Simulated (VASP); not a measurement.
Wanted: the native input for a VASP 6.6.1 run.

```
Task                   : relaxation of cell and atoms
Functional             : PBEsol
Potentials or basis    : VASP PAW PBE potentials, release 64 (Ta_pv)
Cutoff                 : 600 eV
k mesh                 : 12 × 12 × 10
Occupations            : gaussian, width 0.1 eV
Spin                   : no spin polarisation
Dipole correction      : no
Further INCAR settings : ALGO = Fast; EDIFF = 1e-06; IBRION = 2; EDIFFG = -0.01; NSW = 100; ISIF = 3
```

The structure of Ta lies in POSCAR:

```
Ta
1.0
    4.5588920511      0.0000000000      0.0000000000
   -2.2794460255      3.9481163293      0.0000000000
    0.0000000000      0.0000000000      4.7898350738
Ta
4
Direct
    0.0000000000      0.0000000000      0.2500000000
    0.0000000000      0.0000000000      0.7500000000
    0.3333333333      0.6666666667      0.7500000000
    0.6666666667      0.3333333333      0.2500000000
```

This isn't the form of Ta at room conditions, which is bcc.

The input as run:

INCAR

```
PREC = Accurate ; ENCUT = 600
EDIFF = 1E-6 ; ISMEAR = 0
SIGMA = 0.1 ; LREAL = F
LASPH = T ; NELM = 80
ALGO = Fast ; ISIF = 3
LWAVE = F ; LCHARG = F
GGA = PS ; IBRION = 2
NSW = 100 ; EDIFFG = -0.01
```

KPOINTS

```
Automatic mesh
0
Gamma
  12 12 10
```

Potentials or basis: VASP PAW PBE potentials, release 64 (Ta_pv).

Launch:

```sh
$ cat potpaw_PBE.64/Ta_pv/POTCAR > POTCAR
$ mpirun -np 1 vasp_std > vasp.out
```

Results of the run:

```json
{
  "Relaxed volume": "21.69 Å³/atom",
  "Relaxed cell": "a = 4.550 Å, b = 4.550 Å, c = 4.840 Å, α = 90.00°, β = 90.00°, γ = 120.00°",
  "Space group after relaxing (to 0.1 Å)": "P6_3/mmc (No. 194)",
  "Energy gained by relaxing": "1.9 meV/atom",
  "Ionic steps": "5",
  "Pressure after relaxing": "0.0 GPa",
  "Band gap on the k mesh": "zero (bands 22 and 23 overlap by 0.91 eV)"
}
```

Caveat: the PAW data sets were made with another functional, which shifts forces and pressure a little; spin-orbit coupling is left out, which moves the levels of the heavy elements.

Run time: 7.8 min on 1 thread of Intel(R) Xeon(R) 6975P-C (Granite Rapids), on a shared host, peak memory 0.4 GiB.
